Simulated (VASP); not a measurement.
# K2S (Fm-3m) in VASP: notebook, part 2 of 2

VASP 6.6.1.

## 4. Relaxation of cell and atoms, PBEsol, target pressure 15 GPa, at which the enthalpy is minimised

The input, INCAR:

```
SYSTEM = K2S
  PREC = Accurate
  ENCUT = 500
  EDIFF = 1E-7
  ISMEAR = 0
  SIGMA = 0.01
  LREAL = .FALSE.
  LASPH = .TRUE.
  NELM = 120
  ALGO = Normal
  ISIF = 3
  LWAVE = .FALSE.
  LCHARG = .FALSE.
  GGA = PS
  IBRION = 2
  NSW = 100
  EDIFFG = -0.002
  PSTRESS = 150.0
  GGA_COMPAT = .FALSE.
  NELMIN = 4
```

The input, KPOINTS:

```
Automatic mesh
0
G
  6 6 6
  0 0 0
```

The input, POSCAR:

```
K2S
1.0
    3.6679106412      3.6679106412      0.0000000000
   -3.6679106412      3.6679106412      0.0000000000
    0.0000000000      3.6679106412      3.6679106412
K S
2 1
Direct
    0.2500000000      0.7500000000      0.5000000000
    0.7500000000      0.2500000000      0.5000000000
    0.0000000000      0.0000000000      0.0000000000
```

Potentials or basis: VASP PAW PBE potentials, release 64 (K_sv, S).

On the command line:

```sh
$ cat potpaw_PBE.64/K_sv/POTCAR potpaw_PBE.64/S/POTCAR > POTCAR
$ mpirun -np 1 vasp_std > vasp.out
```

OUTCAR:

```text
SYSTEM = K2S
   PREC = Accurate
   ENCUT = 500
   EDIFF = 1E-7
   ISMEAR = 0
   LREAL = .FALSE.
   LASPH = .TRUE.
   NELM = 120
   ISIF = 3
   GGA = PS
   IBRION = 2
   NSW = 100
   EDIFFG = -0.002
   PSTRESS = 150.0
   NELMIN = 4

 ion  position               nearest neighbor table
   1  0.250  0.750  0.500-   3 3.18   3 3.18   3 3.18   3 3.18   2 3.67   2 3.67   2 3.67   2 3.67
                             2 3.67   2 3.67
   2  0.750  0.250  0.500-   3 3.18   3 3.18   3 3.18   3 3.18   1 3.67   1 3.67   1 3.67   1 3.67
                             1 3.67   1 3.67
   3  0.000  0.000  0.000-   2 3.18   1 3.18   1 3.18   2 3.18   1 3.18   2 3.18   2 3.18   1 3.18

  LATTYP: Found a face centered cubic cell.
 ALAT       =     7.3358212824

  Lattice vectors:

 A1 = (   0.0000000000,   3.6679106412,   3.6679106412)
 A2 = (   3.6679106412,   0.0000000000,   3.6679106412)
 A3 = (   3.6679106412,   3.6679106412,   0.0000000000)

Analysis of symmetry for initial positions (statically):
[... 172 lines left out ...]
 val. band max:       -0.3543250011   @ k =   0.5000   0.5000   0.0000
 cond. band min:       1.9918835972   @ k =   0.0000   0.0000   0.0000
 fundamental gap:      2.3462085983
 Fermi energy:        -0.2896225183

 k-point     1 :       0.0000    0.0000    0.0000
  band No.  band energies     occupation
      1     -29.3333      2.00000
      2     -29.2385      2.00000
      3     -13.0056      2.00000
      4     -13.0056      2.00000
      5     -13.0056      2.00000
      6     -12.7422      2.00000
[... 487 lines left out ...]
--------------------------------------- Ionic step        6  -------------------------------------------

 number of electron      24.0000001 magnetization

 Free energy of the ion-electron system (eV)
  ---------------------------------------------------
  ext. energy  EPLUGINS =         0.00000000
  ---------------------------------------------------
  free energy    TOTEN  =        -8.86907458 eV

  energy without entropy =       -8.86907458  energy(sigma->0) =       -8.86907458

 E-fermi :   1.4441     XC(G=0):  -9.0367

 val. band max:        1.2827466718   @ k =   0.5000   0.5000   0.0000
 cond. band min:       4.4574551495   @ k =   0.0000   0.0000   0.0000
 fundamental gap:      3.1747084777
 Fermi energy:         1.4440749157

 k-point     1 :       0.0000    0.0000    0.0000
  band No.  band energies     occupation
      1     -27.4297      2.00000
      2     -27.0847      2.00000
      3     -11.2404      2.00000
      4     -11.2404      2.00000
      5     -11.2404      2.00000
      6     -10.6080      2.00000
[... 327 lines left out ...]
  energy  without entropy=       -8.8690745783  energy(sigma->0) =       -8.86907458

  enthalpy is  TOTEN    =        -2.3159267803 eV   P V=        6.5531477979

 reached required accuracy - stopping structural energy minimisation
```

CONTCAR:

```text
K2S
   1.00000000000000
     3.2709941210410993    3.2709941210410993   -0.0000000000000000
    -3.2709941210410993    3.2709941210410993   -0.0000000000000000
     0.0000000000000000    3.2709941210410993    3.2709941210410993
  K               S
     2     1
Direct
     0.2500000000000000    0.7500000000000000    0.5000000000000000
     0.7500000000000000    0.2500000000000000    0.5000000000000000
     0.0000000000000000    0.0000000000000000    0.0000000000000000

  0.00000000E+00  0.00000000E+00  0.00000000E+00
  0.00000000E+00  0.00000000E+00  0.00000000E+00
  0.00000000E+00  0.00000000E+00  0.00000000E+00
```

Run time: 72 s. Hardware: 1 thread of Intel Xeon 6975P-C (Granite Rapids), shared host; peak memory 0.25 GiB.

What came out:

```
Free energy                                                : -8.8691 eV
Relaxed volume                                             : 23.33 Å³/atom
Relaxed cell                                               : a = 4.626 Å, b = 4.626 Å, c = 4.626 Å, α = 60.00°, β = 60.00°, γ = 90.00°
Space group after relaxing (to 0.1 Å)                      : Fm-3m (No. 225)
Energy change on relaxing (the run minimises the enthalpy) : +331.5 meV/atom
Ionic steps                                                : 6
Pressure after relaxing                                    : 15.0 GPa
Band gap on the k mesh                                     : 3.17 eV (least direct gap 3.21 eV)
```

The path:
```
step  energy change (eV)  largest force (eV/Å)  pressure (GPa)  volume (Å³)
   1              0.0000                0.0000            0.06        98.69
   2              2.1617                0.0000           28.01        61.04
   3              0.9879                0.0000           14.92        70.07
   4              1.0360                0.0000           15.48        69.56
   5              0.9736                0.0000           14.76        70.22
   6              0.9945                0.0000           15.00        70.00
```

Final structure:
```
CELL_PARAMETERS angstrom
3.27099 3.27099 0.00000
-3.27099 3.27099 0.00000
0.00000 3.27099 3.27099
ATOMIC_POSITIONS crystal
K 0.25000 0.75000 0.50000
K 0.75000 0.25000 0.50000
S 0.00000 0.00000 0.00000
```

Levels at points of the mesh, in eV from the valence-band top:
```
           k point  band 10  band 11  band 12  band 13  band 14  band 15
(0.00, 0.00, 0.00)    -0.81    -0.81    -0.81     3.17     5.06     5.06
(0.50, 0.00, 0.00)    -0.86    -0.36    -0.36     5.02     6.01     6.01
(0.50, 0.50, 0.00)    -1.31     0.00     0.00     3.21     5.66     6.65
```

Caveat: the cell is relaxed towards a set pressure, so the run minimises the enthalpy, not the energy; the volume moved by over 15 % at a fixed basis, so the end points are rough; the PAW data sets were made with another functional, which shifts forces and pressure a little. A k mesh can miss the band edges.

## 5. The runs side by side

| cell | gap on the mesh (eV) | pressure (GPa) |
| --- | --- | --- |
| relaxed to 7 GPa | 2.86 | 7.0 |
| relaxed to 10 GPa | 3.00 | 10.0 |
| relaxed to 15 GPa | 3.17 | 15.0 |

Alike in all rows: task relaxation of cell and atoms; level PBEsol; potentials or basis VASP PAW PBE potentials, release 64 (K_sv, S); no spin polarisation; k mesh 6 × 6 × 6; cutoff (eV) 500; smearing gaussian 0.01 eV.

Caveats: the cell is relaxed towards a set pressure, so the run minimises the enthalpy, not the energy; the volume moved by over 15 % at a fixed basis, so the end points are rough; the PAW data sets were made with another functional, which shifts forces and pressure a little.

Total energies depend on the potentials used, so only differences within one code and one set of settings carry meaning.
